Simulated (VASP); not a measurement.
Input of a VASP 6.6.1 run:

File INCAR:

```
ALGO = Normal
EDIFF = 1E-7
ENCUT = 520
GGA = PE
ISIF = 2
ISMEAR = 0
LASPH = T
LCHARG = F
LREAL = F
LWAVE = F
NBANDS = 12
NELM = 100
PREC = Accurate
SIGMA = 0.1
```

The input KPOINTS:

```
k-points
0
Gamma
  18 18 18
```

The input POSCAR:

```
Cd
1.0
    1.6623854934      0.9597787121      2.4088012836
   -1.6623854934      0.9597787121      2.4088012836
    0.0000000000     -1.9195574243      2.4088012836
Cd
1
Direct
    0.0000000000      0.0000000000      0.0000000000
```

Potentials or basis: VASP PAW PBE potentials, release 64 (Cd).

The run is started by

```console
$ cat potpaw_PBE.64/Cd/POTCAR > POTCAR
$ mpirun -np 1 vasp_std > vasp.out
```

Question: Estimate the band gap on the k mesh.

Answer: Zero (band 6 reaches 4.26 eV, above the bottom of band 7 at 0.62 eV).

Question: What does it give for the pressure?

Answer: 0.2 GPa.

Stress tensor (GPa, compression positive):
```
0.17 0.00 0.00
0.00 0.17 0.00
0.00 0.00 0.29
```
